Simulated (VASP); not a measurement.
# W in VASP: single point with PBE

Aim: the single point of W with PBE.

Program: VASP 6.6.1. These are calculated values, not measurements. Logs are shortened: lines on timing, memory, paths and dates and some standing lists are left out, and cuts for length are marked.

### Step 1. The cell of the first run

The cell holds a slab with vacuum, 5 atoms: a = 3.183 Å, b = 3.183 Å, c = 22.367 Å, α = 90.00°, β = 90.00°, γ = 90.00°.

### Step 2. Single point, PBE

Contents of INCAR:

```
SYSTEM = W
  PREC = Accurate
  ENCUT = 520
  EDIFF = 1E-6
  ISMEAR = -1
  SIGMA = 0.08
  LREAL = .FALSE.
  LASPH = .TRUE.
  NELM = 100
  ALGO = Normal
  ISIF = 2
  LWAVE = .FALSE.
  LCHARG = .TRUE.
  LDIPOL = .TRUE.
  IDIPOL = 3
  DIPOL = 0.5 0.5 0.500
  GGA = PE
  LELF = .TRUE.
  LVHAR = .TRUE.
  LVACPOTAV = .TRUE.
  NBANDS = 43
```

Contents of KPOINTS:

```
regular mesh
0
G
  11 11 1
  0 0 0
```

Contents of POSCAR:

```
W
1.0
    3.1834185691      0.0000000000      0.0000000000
    0.0000000000      3.1834185691      0.0000000000
    0.0000000000      0.0000000000     22.3668000000
W
5
Direct
    0.0000000000      0.0000000000      0.3640672097
    0.5000000000      0.5000000000      0.4277443434
    0.0000000000      0.0000000000      0.4999999976
    0.5000000000      0.5000000000      0.5722556575
    0.0000000000      0.0000000000      0.6359327919
```

Potentials or basis: VASP PAW PBE potentials, release 64 (W_sv).

Started as:

```
$ cat potpaw_PBE.64/W_sv/POTCAR > POTCAR
$ mpirun -np 1 vasp_std > vasp.out
```

OUTCAR:

```text
SYSTEM = W
   PREC = Accurate
   ENCUT = 520
   EDIFF = 1E-6
   ISMEAR = -1
   LREAL = .FALSE.
   LASPH = .TRUE.
   NELM = 100
   ISIF = 2
   GGA = PE

 ion  position               nearest neighbor table
   1  0.000  0.000  0.364-   2 2.66   2 2.66   2 2.66   2 2.66   3 3.04
   2  0.500  0.500  0.428-   1 2.66   1 2.66   1 2.66   1 2.66   3 2.77   3 2.77   3 2.77   3 2.77
                             4 3.23
   3  0.000  0.000  0.500-   2 2.77   2 2.77   2 2.77   2 2.77   4 2.77   4 2.77   4 2.77   4 2.77
                             1 3.04   5 3.04
   4  0.500  0.500  0.572-   5 2.66   5 2.66   5 2.66   5 2.66   3 2.77   3 2.77   3 2.77   3 2.77
                             2 3.23
   5  0.000  0.000  0.636-   4 2.66   4 2.66   4 2.66   4 2.66   3 3.04

  LATTYP: Found a simple tetragonal cell.
 ALAT       =     3.1834185691
 C/A-ratio  =     7.0260317688

  Lattice vectors:

 A1 = (   3.1834185691,   0.0000000000,   0.0000000000)
 A2 = (   0.0000000000,   3.1834185691,   0.0000000000)
 A3 = (   0.0000000000,   0.0000000000,  22.3668000000)

Analysis of symmetry for initial positions (statically):
=====================================================================
 Subroutine PRICEL returns:
 Original cell was already a primitive cell.

 Routine SETGRP: Setting up the symmetry group for a
 simple tetragonal supercell.

 Subroutine GETGRP returns: Found 16 space group operations
 (whereof 16 operations were pure point group operations)
 out of a pool of 16 trial point group operations.

The static configuration has the point symmetry D_4h.

Analysis of symmetry for dynamics (positions and initial velocities):
=====================================================================
 Subroutine PRICEL returns:
 Original cell was already a primitive cell.

 Routine SETGRP: Setting up the symmetry group for a
 simple tetragonal supercell.

 Subroutine GETGRP returns: Found 16 space group operations
 (whereof 16 operations were pure point group operations)
 out of a pool of 16 trial point group operations.

The dynamic configuration has the point symmetry D_4h.

 Subroutine INISYM returns: Found 16 space group operations
 (whereof 16 operations are pure point group operations),
 and found     1 'primitive' translations

----------------------------------------------------------------------------------------

                                     Primitive cell

  volume of cell :     226.6686

[... 96 lines left out ...]
   ISIF   =      2    stress and relaxation
   ISYM   =      2    0-nonsym 1-usesym 2-fastsym
   POTIM  = 0.5000    time-step for ionic-motion
   TEBEG  =    0.0;   TEEND  =   0.0 temperature during run
   PSTRESS=    0.0 pullay stress
   NELECT =      70.0000    total number of electrons
   NUPDOWN=      -1.0000    fix difference up-down
   EMIN   =  10.00;   EMAX   =-10.00  energy-range for DOS
   EFERMI =   0.00;   METHOD = LEGACY
   ISMEAR =    -1;   SIGMA  =   0.08  broadening in eV -4-tet -1-fermi 0-gaus
   EFERMI_NEDOS =   21; number of points for ismear=-14 and -15
   IALGO  =     38    algorithm
   IMIX   =      4    mixing-type and parameters
     AMIX     =   0.40;   BMIX     =  1.00
     AMIX_MAG =   1.60;   BMIX_MAG =  1.00
  volume/ion in A,a.u.               =      45.33       305.93
  Fermi-wavevector in a.u.,A,eV,Ry     =   1.106565  2.091105 16.660155  1.224487
  Thomas-Fermi vector in A             =   2.243068
   LORBIT       =      0    0 simple, 1 ext, 2 COOP (PROOUT), +10 PAW based schemes
   GGA     = PE    functional components
   LHFCALC =     F    Hartree Fock is set to
   AEXX    =    0.0000 exact exchange contribution
   IVDW    =     0    specifies the selected vdW correction
   LEPSILON=     F    determine dielectric tensor
   LRPA    =     F    only Hartree local field effects (RPA)
 non-spin polarized calculation
  energy-cutoff  :      520.00
  volume of cell :      226.67
 maximum number of plane-waves:      6170
 NGX is ok and might be reduce to    24
   NGX = 11   NGY = 11   NGZ = 83

 dipolmoment           0.000000      0.000000      0.000000 electrons x Angstroem

 number of electron      69.9999989 magnetization

 dipolmoment           0.000000      0.000000     -0.000000 electrons x Angstroem

 Free energy of the ion-electron system (eV)
  ---------------------------------------------------
  ext. energy  EPLUGINS =         0.00000000
  ---------------------------------------------------
  free energy    TOTEN  =       -59.70056657 eV

  energy without entropy =      -59.57469374  energy(sigma->0) =      -59.63763015

 E-fermi :   1.3826     XC(G=0):  -5.8576

 val. band max:        1.3775250168   @ k =   0.3636   0.0909   0.0000
 cond. band min:       1.3836840408   @ k =   0.4545   0.2727   0.0000
 fundamental gap:      0.0061590240
 Fermi energy:         1.3826310341

 k-point     1 :       0.0000    0.0000    0.0000
  band No.  band energies     occupation
      1     -72.8003      2.00000
      2     -72.5848      2.00000
      3     -72.5750      2.00000
      4     -72.4157      2.00000
      5     -72.4098      2.00000
      6     -37.2029      2.00000
[... 955 lines left out ...]
     42       4.3669      0.00000
     43       4.4779      0.00000

------------------------ aborting loop because EDIFF is reached ----------------------------------------

  FORCE on cell =-STRESS in cart. coord.  units (eV):
  Direction    XX          YY          ZZ          XY          YZ          ZX
  --------------------------------------------------------------------------------------
  -------------------------------------------------------------------------------------
  Total       -3.7824814     -3.7824814      0.1438882      0.0000000      0.0000000      0.0000000
  in kB      -26.7359755    -26.7359755      1.0170551      0.0000000      0.0000000      0.0000000
  external PRESSURE =     -17.4849653 kB  Pullay stress =       0.0000000 kB

 VOLUME and BASIS-vectors are now :
 -----------------------------------------------------------------------------
  energy-cutoff  :      520.00
  volume of cell :      226.67
      direct lattice vectors                 reciprocal lattice vectors
     3.183418569  0.000000000  0.000000000     0.314127715  0.000000000  0.000000000
     0.000000000  3.183418569  0.000000000     0.000000000  0.314127715  0.000000000
     0.000000000  0.000000000 22.366800000     0.000000000  0.000000000  0.044709122

 POSITION                                       TOTAL-FORCE (eV/Angst)
 -----------------------------------------------------------------------------------
      0.00000      0.00000      8.14302         0.000000     -0.000000     -0.035706
      1.59171      1.59171      9.56727        -0.000000     -0.000000      0.005524
      0.00000      0.00000     11.18340         0.000000     -0.000000      0.000000
      1.59171      1.59171     12.79953        -0.000000      0.000000     -0.005524
      0.00000      0.00000     14.22378         0.000000     -0.000000      0.035706
 -----------------------------------------------------------------------------------
    total drift:                                0.000000      0.000000     -0.000004

  FREE ENERGIE OF THE ION-ELECTRON SYSTEM (eV)
  ---------------------------------------------------
  free  energy   TOTEN  =       -59.7005665661 eV

  energy  without entropy=      -59.5746937352  energy(sigma->0) =      -59.63763015

 vacuum level on the upper side and lower side of the slab         5.515         5.515
```

OSZICAR:

```text
N       E                     dE             d eps       ncg     rms          rms(c)
DAV:   1     0.835034797308E+03    0.83503E+03   -0.44491E+04  2270   0.157E+03
DAV:   2    -0.290285341294E+02   -0.86406E+03   -0.84986E+03  2064   0.488E+02
DAV:   3    -0.628515410447E+02   -0.33823E+02   -0.32887E+02  2191   0.975E+01
[... 14 lines left out ...]
DAV:  18    -0.597005302377E+02   -0.19247E-04   -0.52392E-05  2276   0.693E-02    0.743E-03
DAV:  19    -0.597005553497E+02   -0.25112E-04   -0.63636E-06  1645   0.107E-02    0.274E-03
DAV:  20    -0.597005630856E+02   -0.77359E-05   -0.10543E-06  1387   0.448E-03    0.175E-03
DAV:  21    -0.597005656390E+02   -0.25533E-05   -0.52637E-07  1266   0.336E-03    0.438E-04
DAV:  22    -0.597005665661E+02   -0.92718E-06   -0.25828E-07  1282   0.147E-03
   1 F= -.59700567E+02 E0= -.59637630E+02  d E =-.125873E+00
```

stdout:

```text
POSCAR found type information on POSCAR W
 POSCAR found :  1 types and       5 ions
 scaLAPACK will be used
 LDA part: xc-table for (Slater+PW92), standard interpolation
 POSCAR, INCAR and KPOINTS ok, starting setup
 FFT: planning ... GRIDC
 FFT: planning ... GRID_SOFT
 FFT: planning ... GRID
 WAVECAR not read
 entering main loop
 -----------------------------------------------------------------------------
|                                                                             |
|           W    W    AA    RRRRR   N    N  II  N    N   GGGG   !!!           |
|           W    W   A  A   R    R  NN   N  II  NN   N  G    G  !!!           |
|           W    W  A    A  R    R  N N  N  II  N N  N  G       !!!           |
|           W WW W  AAAAAA  RRRRR   N  N N  II  N  N N  G  GGG   !            |
|           WW  WW  A    A  R   R   N   NN  II  N   NN  G    G                |
|           W    W  A    A  R    R  N    N  II  N    N   GGGG   !!!           |
|                                                                             |
|     Did not find any points to average over, which means that no vacuum     |
|     field-free region was found. Please increase the size of  your cell     |
|     in the dimension of the dipole correction to obtain accurate            |
|     workfunction values.                                                    |
|                                                                             |
 -----------------------------------------------------------------------------
```

Run time: 2.3 min. Hardware: 1 thread of Intel Xeon 6975P-C (Granite Rapids), shared host; peak memory 0.37 GiB.

Results:

```
Free energy            : -59.7006 eV
Largest force          : 0.036 eV/Å
Band gap on the k mesh : zero (bands 35 and 36 overlap by 1.69 eV)
```

Forces on the atoms (eV/Å):
```
W    0.000  0.000 -0.036
W    0.000  0.000  0.006
W    0.000  0.000  0.000
W    0.000  0.000 -0.006
W    0.000  0.000  0.036
```

Caveat: spin-orbit coupling is left out, which moves the levels of the heavy elements.
